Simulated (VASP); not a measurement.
Wanted: the native input for a VASP 6.6.1 run.

```yaml
Task: relaxation of cell and atoms
Functional: PBE
Potentials_or_basis: VASP PAW PBE potentials, release 64 (Al, B, As_d)
Cutoff: 560 eV
k_mesh: 4 × 4 × 4
Occupations: gaussian, width 0.1 eV
Spin: no spin polarisation
Dipole_correction: no
Further_INCAR_settings: ALGO = Normal; EDIFF = 1e-07; IBRION = 2; EDIFFG = -0.04; NSW = 90; ISIF = 3
```

The structure of AlB2As3 lies in POSCAR:

```
AlB2As3
1.0
    2.6212435400     -4.7349060300      0.0000000000
    2.6212435400      4.7349060300      0.0000000000
    0.0000000000      0.0000000000      4.3749208600
Al B As
1 2 3
Direct
    0.0000000000      0.0000000000      0.0000000000
    0.5000000000      0.0000000000      0.5000000000
    0.0000000000      0.5000000000      0.5000000000
    0.5000000000      0.5000000000      0.5000000000
    0.6678789900      0.3321210100      0.0000000000
    0.3321210100      0.6678789900      0.0000000000
```

The cell was generated, and may not be a known phase.

These files were run (other wordings do the same):

INCAR

```
SYSTEM = AlB2As3
ALGO     = Normal         ! electronic algorithm
EDIFF    = 1E-7           ! SCF threshold, eV
EDIFFG   = -0.04          ! ionic threshold
ENCUT    = 560            ! plane-wave cutoff, eV
GGA      = PE             ! functional
GGA_COMPAT= .FALSE.      
IBRION   = 2              ! ionic algorithm
ISIF     = 3              ! what is computed and relaxed
ISMEAR   = 0              ! smearing method
LASPH    = .TRUE.         ! aspherical terms in the spheres
LCHARG   = .FALSE.        ! write CHGCAR
LREAL    = .FALSE.        ! projectors in reciprocal space
LWAVE    = .FALSE.        ! write WAVECAR
NELM     = 120            ! most SCF steps
NELMIN   = 4            
NSW      = 90             ! ionic steps
PREC     = Accurate       ! precision mode
SIGMA    = 0.1            ! smearing width, eV
```

KPOINTS

```
k-points
0
G
  4 4 4
  0 0 0
```

Potentials or basis: VASP PAW PBE potentials, release 64 (Al, B, As_d).

Command:

```bash
$ cat potpaw_PBE.64/Al/POTCAR potpaw_PBE.64/B/POTCAR potpaw_PBE.64/As_d/POTCAR > POTCAR
$ mpirun -np 1 vasp_std > vasp.out
```

It gave:

| Property | Result |
| --- | --- |
| Relaxed volume | 16.13 Å³/atom |
| Relaxed cell | a = 7.317 Å, b = 7.317 Å, c = 4.251 Å, α = 90.00°, β = 90.00°, γ = 154.84° |
| Space group after relaxing (to 0.1 Å) | Cmmm (No. 65) |
| Energy gained by relaxing | 883.6 meV/atom |
| Ionic steps | 31 |
| Pressure after relaxing | -0.1 GPa |
| Largest force after relaxing | 0.024 eV/Å |
| Band gap on the k mesh | zero (bands 27 and 28 overlap by 2.98 eV) |

Caveat: a cell axis changed by over 15 % at a fixed basis, so the end point is rough.

Wall time 29 min on 1 thread of Intel(R) Xeon(R) Platinum 8559C (Emerald Rapids), on a shared host, peak memory 0.29 GiB.
